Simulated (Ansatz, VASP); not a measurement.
# Se in VASP and in Ansatz

INCAR

```
PREC = Accurate ; ENCUT = 520
EDIFF = 1E-6 ; ISMEAR = 0
SIGMA = 0.15 ; LREAL = F
LASPH = T ; NELM = 80
ALGO = Normal ; ISIF = 2
LWAVE = F ; LCHARG = F
GGA = PS ; NBANDS = 9
```

File KPOINTS:

```
regular mesh
0
Gamma
  20 20 20
```

POSCAR

```
Se
1.0
   -1.7034486149      1.7034486149      1.7034486149
    1.7034486149     -1.7034486149      1.7034486149
    1.7034486149      1.7034486149     -1.7034486149
Se
1
Direct
    0.0000000000      0.0000000000      0.0000000000
```

Input for Ansatz:

```yaml
crystal:
  lattice:
    - [-1.7034486149, 1.7034486149, 1.7034486149]
    - [1.7034486149, -1.7034486149, 1.7034486149]
    - [1.7034486149, 1.7034486149, -1.7034486149]
  atoms:
    - { symbol: Se, position: [0.0, 0.0, 0.0] }
basis:
  ecutwfc: 420
kpoints:
  mp_grid: { grid: [20, 20, 20] }
hamiltonian:
  xc: pbesol
scf:
  occupations: { method: gaussian, width: 0.15 }
output:
  forces: true
  stress: true
  eigenvalues: true
```

Alike in both runs: task single point; functional PBEsol; k mesh 20 × 20 × 20; occupations gaussian, width 0.15 eV; no spin polarisation.

|  | VASP | Ansatz |
| --- | --- | --- |
| version | VASP 6.6.1 | Ansatz 0.2.0 |
| potentials or method | VASP PAW PBE potentials, release 64 (Se), cutoff 520 eV | scalar-relativistic, plane waves, PAW |
| valence electrons in the cell | 6 | 16 |

|  | VASP | Ansatz | Ansatz less VASP |
| --- | --- | --- | --- |
| gap on the k mesh at the Fermi level (eV) | none | none | - |
| pressure (GPa) | -2.0 | -2.1 | -0.07 |

VASP's potentials were made for PBE, not for PBEsol. A gap of «none» marks a metal or a gap that the smearing closes. VASP's potentials hold 6 valence electrons a cell and Ansatz's 16, so a difference there can come from the potentials and not from the codes.
